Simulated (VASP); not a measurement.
# Na (P6_3/mmc) in VASP: notebook, part 3 of 3

VASP 6.6.1.

## Step 4: Relaxation of cell and atoms, LDA

This run uses another cell than the first one, of 37.81 Å³/atom.

The input, INCAR:

```
PREC = Accurate ; ENCUT = 600
EDIFF = 1E-7 ; ISMEAR = -1
SIGMA = 0.1 ; LREAL = F
LASPH = T ; NELM = 100
ALGO = Normal ; ISIF = 3
LWAVE = F ; LCHARG = F
IBRION = 2 ; NSW = 100
EDIFFG = -0.002
```

The input, KPOINTS:

```
regular mesh
0
Gamma
  14 14 8
```

The input, POSCAR:

```
Na
1.0
    3.7670000000      0.0000000000      0.0000000000
   -1.8835000000      3.2623176961      0.0000000000
    0.0000000000      0.0000000000      6.1540000000
Na
2
Direct
    0.3333333333      0.6666666667      0.2500000000
    0.6666666667      0.3333333333      0.7500000000
```

Potentials or basis: VASP PAW LDA potentials, release 64 (Na_pv).

The run is started by

```sh
cat potpaw_LDA.64/Na_pv/POTCAR > POTCAR
mpirun -np 1 vasp_std > vasp.out
```

OUTCAR:

```text
PREC = Accurate
   ENCUT = 600
   EDIFF = 1E-7
   ISMEAR = -1
   LREAL = F
   LASPH = T
   NELM = 100
   ISIF = 3
   IBRION = 2
   NSW = 100
   EDIFFG = -0.002

 ion  position               nearest neighbor table
   1  0.333  0.667  0.250-
   2  0.667  0.333  0.750-

  LATTYP: Found a hexagonal cell.
 ALAT       =     3.7670000000
 C/A-ratio  =     1.6336607380

  Lattice vectors:

 A1 = (   3.7670000000,   0.0000000000,   0.0000000000)
 A2 = (  -1.8835000000,   3.2623176961,   0.0000000000)
 A3 = (   0.0000000000,   0.0000000000,   6.1540000000)

Analysis of symmetry for initial positions (statically):
=====================================================================
 Subroutine PRICEL returns:
 Original cell was already a primitive cell.

 Routine SETGRP: Setting up the symmetry group for a
 hexagonal supercell.

 Subroutine GETGRP returns: Found 24 space group operations
 (whereof 12 operations were pure point group operations)
 out of a pool of 24 trial point group operations.

The static configuration has the point symmetry D_3d.
 The point group associated with its full space group is D_6h.

Analysis of symmetry for dynamics (positions and initial velocities):
=====================================================================
 Subroutine PRICEL returns:
 Original cell was already a primitive cell.

 Routine SETGRP: Setting up the symmetry group for a
 hexagonal supercell.

 Subroutine GETGRP returns: Found 24 space group operations
 (whereof 12 operations were pure point group operations)
 out of a pool of 24 trial point group operations.

The dynamic configuration has the point symmetry D_3d.
 The point group associated with its full space group is D_6h.

 Subroutine INISYM returns: Found 24 space group operations
 (whereof 12 operations are pure point group operations),
 and found     1 'primitive' translations

----------------------------------------------------------------------------------------

                                     Primitive cell

  volume of cell :      75.6274

  direct lattice vectors                    reciprocal lattice vectors
     3.767000000  0.000000000  0.000000000     0.265463233  0.153265269  0.000000000
    -1.883500000  3.262317696  0.000000000     0.000000000  0.306530538  0.000000000
     0.000000000  0.000000000  6.154000000     0.000000000  0.000000000  0.162495938

  length of vectors
     3.767000000  3.767000000  6.154000000     0.306530538  0.306530538  0.162495938

  position of ions in fractional coordinates (direct lattice)
     0.333333333  0.666666667  0.250000000
     0.666666667  0.333333333  0.750000000

  ion indices of the primitive-cell ions
   primitive index   ion index
                 1           1
                 2           2

----------------------------------------------------------------------------------------

 KPOINTS: regular mesh

Automatic generation of k-mesh.
 Grid dimensions read from file:
[... 46 lines left out ...]
 [... further k-points ...]
   k-points           NKPTS =    120   k-points in BZ     NKDIM =    120   number of bands    NBANDS=     11
   number of dos      NEDOS =    301   number of ions     NIONS =      2
   total plane-waves  NPLWV =  45000
   dimension x,y,z NGX =    30 NGY =   30 NGZ =   50
   dimension x,y,z NGXF=    60 NGYF=   60 NGZF=  100
   ions per type =               2
   NGX,Y,Z   is equivalent  to a cutoff of  13.24, 13.24, 13.51 a.u.
   NGXF,Y,Z  is equivalent  to a cutoff of  26.48, 26.48, 27.01 a.u.
 SYSTEM =  unknown system
   PREC   = accura    normal or accurate (medium, high low for compatibility)
   ISTART =      0    job   : 0-new  1-cont  2-samecut
   ICHARG =      2    charge: 1-file 2-atom 10-const
   ISPIN  =      1    spin polarized calculation?
   LNONCOLLINEAR =      F non collinear calculations
   LSORBIT =      F    spin-orbit coupling
   LASPH  =      T    aspherical Exc in radial PAW
   ENCUT  =  600.0 eV  44.10 Ry    6.64 a.u.   7.52  7.52 12.29*2*pi/ulx,y,z
   NELM   =    100;   NELMIN=  2; NELMDL= -5     # of ELM steps
   EDIFF  = 0.1E-06   stopping-criterion for ELM
   LREAL  =      F    real-space projection
   EDIFFG = -.2E-02   stopping-criterion for IOM
   NSW    =    100    number of steps for IOM
   IBRION =      2    ionic relax: 0-MD 1-quasi-New 2-CG
   NFREE  =      1    steps in history (QN), initial steepest desc. (CG)
   ISIF   =      3    stress and relaxation
   ISYM   =      2    0-nonsym 1-usesym 2-fastsym
   POTIM  = 0.5000    time-step for ionic-motion
   TEBEG  =    0.0;   TEEND  =   0.0 temperature during run
   PSTRESS=    0.0 pullay stress
   NELECT =      14.0000    total number of electrons
   NUPDOWN=      -1.0000    fix difference up-down
   EMIN   =  10.00;   EMAX   =-10.00  energy-range for DOS
   EFERMI =   0.00;   METHOD = LEGACY
   ISMEAR =    -1;   SIGMA  =   0.10  broadening in eV -4-tet -1-fermi 0-gaus
   EFERMI_NEDOS =   21; number of points for ismear=-14 and -15
   IALGO  =     38    algorithm
   IMIX   =      4    mixing-type and parameters
     AMIX     =   0.40;   BMIX     =  1.00
     AMIX_MAG =   1.60;   BMIX_MAG =  1.00
  volume/ion in A,a.u.               =      37.81       255.18
  Fermi-wavevector in a.u.,A,eV,Ry     =   0.933020  1.763153 11.844235  0.870527
  Thomas-Fermi vector in A             =   2.059678
   LORBIT       =      0    0 simple, 1 ext, 2 COOP (PROOUT), +10 PAW based schemes
   GGA     = CA    functional components
   LHFCALC =     F    Hartree Fock is set to
   AEXX    =    0.0000 exact exchange contribution
   IVDW    =     0    specifies the selected vdW correction
   LEPSILON=     F    determine dielectric tensor
   LRPA    =     F    only Hartree local field effects (RPA)
 conjugate gradient relaxation of ions
 non-spin polarized calculation
  energy-cutoff  :      600.00
  volume of cell :       75.63
 maximum number of plane-waves:      2551
   NGX = 15   NGY = 15   NGZ = 25

--------------------------------------- Ionic step        1  -------------------------------------------

 number of electron      14.0000016 magnetization

 Free energy of the ion-electron system (eV)
  ---------------------------------------------------
  ext. energy  EPLUGINS =         0.00000000
  ---------------------------------------------------
  free energy    TOTEN  =        -2.89856918 eV

  energy without entropy =       -2.86796179  energy(sigma->0) =       -2.88326548

------------------------ aborting loop because EDIFF is reached ----------------------------------------

  FORCE on cell =-STRESS in cart. coord.  units (eV):
  Direction    XX          YY          ZZ          XY          YZ          ZX
  --------------------------------------------------------------------------------------
  -------------------------------------------------------------------------------------
  Total       -0.4269710     -0.4269710     -0.4318583      0.0000000      0.0000000      0.0000000
  in kB       -9.0454386     -9.0454386     -9.1489761      0.0000000      0.0000000      0.0000000
  external PRESSURE =      -9.0799511 kB  Pullay stress =       0.0000000 kB
[... 131 lines left out ...]
--------------------------------------- Ionic step        5  -------------------------------------------

 number of electron      13.9999994 magnetization

 Free energy of the ion-electron system (eV)
  ---------------------------------------------------
  ext. energy  EPLUGINS =         0.00000000
  ---------------------------------------------------
  free energy    TOTEN  =        -2.92651219 eV

  energy without entropy =       -2.89811776  energy(sigma->0) =       -2.91231498

 E-fermi :   0.4762     XC(G=0):  -7.0386

 val. band max:        0.4749959299   @ k =   0.2857   0.2143   0.3750
 cond. band min:       0.4767711866   @ k =   0.3571   0.0714   0.5000
 fundamental gap:      0.0017752567
 Fermi energy:         0.4761652070

 k-point     1 :       0.0000    0.0000    0.0000
  band No.  band energies     occupation
      1     -24.4324      2.00000
      2     -24.3872      2.00000
      3     -24.3872      2.00000
      4     -24.3801      2.00000
      5     -24.3801      2.00000
      6     -24.3798      2.00000
      7      -3.0409      2.00000
      8       1.0684      0.00535
      9       1.5042      0.00007
     10      11.0374      0.00000
     11      11.0374      0.00000
[... 309 lines left out ...]
 k-point    24 :       0.3571    0.2857    0.0000
  band No.  band energies     occupation
      1     -24.4199      2.00000
      2     -24.4120      2.00000
      3     -24.4110      2.00000
      4     -24.4022      2.00000
      5     -24.4019      2.00000
      6     -24.3977      2.00000
      7       1.6026      0.00003
      8       1.7689      0.00000
      9       2.7063      0.00000
     10       5.4386      0.00000
     11       5.4490      0.00000

 [... further k-points ...]
[... 5 lines left out ...]
  --------------------------------------------------------------------------------------
  -------------------------------------------------------------------------------------
  Total        0.0012066      0.0012066      0.0038467      0.0000000      0.0000000      0.0000000
  in kB        0.0290578      0.0290578      0.0926352      0.0000000      0.0000000      0.0000000
  external PRESSURE =       0.0502502 kB  Pullay stress =       0.0000000 kB
[... 17 lines left out ...]
  FREE ENERGIE OF THE ION-ELECTRON SYSTEM (eV)
  ---------------------------------------------------
  free  energy   TOTEN  =        -2.9265121934 eV

  energy  without entropy=       -2.8981177606  energy(sigma->0) =       -2.91231498

 reached required accuracy - stopping structural energy minimisation
```

CONTCAR:

```text
Na
   1.00000000000000
     3.6099088819505787   -0.0000000000000000    0.0000000000000000
    -1.8049544409752893    3.1262727971547868    0.0000000000000000
     0.0000000000000000    0.0000000000000000    5.8951628426215281
  Na
     2
Direct
     0.3333333332999970    0.6666666667000030    0.2500000000000000
     0.6666666667000030    0.3333333332999970    0.7500000000000000

  0.00000000E+00  0.00000000E+00  0.00000000E+00
  0.00000000E+00  0.00000000E+00  0.00000000E+00
```

Run time: 1.8 min. Hardware: 1 thread of Intel Xeon 6975P-C (Granite Rapids), shared host; peak memory 0.23 GiB.

What came out:

* Free energy: -2.9265 eV
* Relaxed volume: 33.27 Å³/atom
* Relaxed cell: a = 3.610 Å, b = 3.610 Å, c = 5.895 Å, α = 90.00°, β = 90.00°, γ = 120.00°
* Space group after relaxing (to 0.1 Å): P6_3/mmc (No. 194)
* Energy gained by relaxing: 14.0 meV/atom
* Ionic steps: 5
* Pressure after relaxing: 0.0 GPa
* Band gap on the k mesh: zero (bands 7 and 8 overlap by 4.37 eV)

Step by step:
| step | energy change (eV) | largest force (eV/Å) | pressure (GPa) | volume (Å³) |
| --- | --- | --- | --- | --- |
| 1 | 0.0000 | 0.0000 | -0.91 | 75.63 |
| 2 | -0.0118 | 0.0000 | -0.73 | 73.31 |
| 3 | -0.0279 | 0.0000 | -0.03 | 66.63 |
| 4 | -0.0279 | 0.0000 | 0.05 | 66.38 |
| 5 | -0.0279 | 0.0000 | 0.01 | 66.53 |

Final structure:
```
Na
1.0
     3.60991    0.00000    0.00000
    -1.80495    3.12627    0.00000
     0.00000    0.00000    5.89516
Na
2
Direct
  0.33333 0.66667 0.25000
  0.66667 0.33333 0.75000
```

LDA usually gives volumes a few per cent too small. Zero-point motion and thermal expansion aren't in these numbers.

## Step 5: Overview

| cell | gap on the mesh (eV) | pressure (GPa) |
| --- | --- | --- |
| relaxed to 10 GPa from a = 3.619, b = 3.619, c = 5.909 Å, angles 90.0, 90.0, 120.0°, 2 atoms | none | 10.0 |
| relaxed to 15 GPa from a = 3.619, b = 3.619, c = 5.909 Å, angles 90.0, 90.0, 120.0°, 2 atoms | none | 15.0 |
| relaxed from a = 3.767, b = 3.767, c = 6.154 Å, angles 90.0, 90.0, 120.0°, 2 atoms | none | 0.0 |

Alike in all rows: task relaxation of cell and atoms; level LDA; potentials or basis VASP PAW LDA potentials, release 64 (Na_pv); no spin polarisation; k mesh 14 × 14 × 8; cutoff (eV) 600; smearing fermi-dirac 0.1 eV.

Caveats: the cell is relaxed towards a set pressure, so the run minimises the enthalpy, not the energy (at least some runs); the volume moved by over 15 % at a fixed basis, so the end points are rough (at least some runs).

Absolute energies hang on the potentials; compare differences alone.

The gap in the log of VASP goes by the Fermi energy; the results here count the filled bands.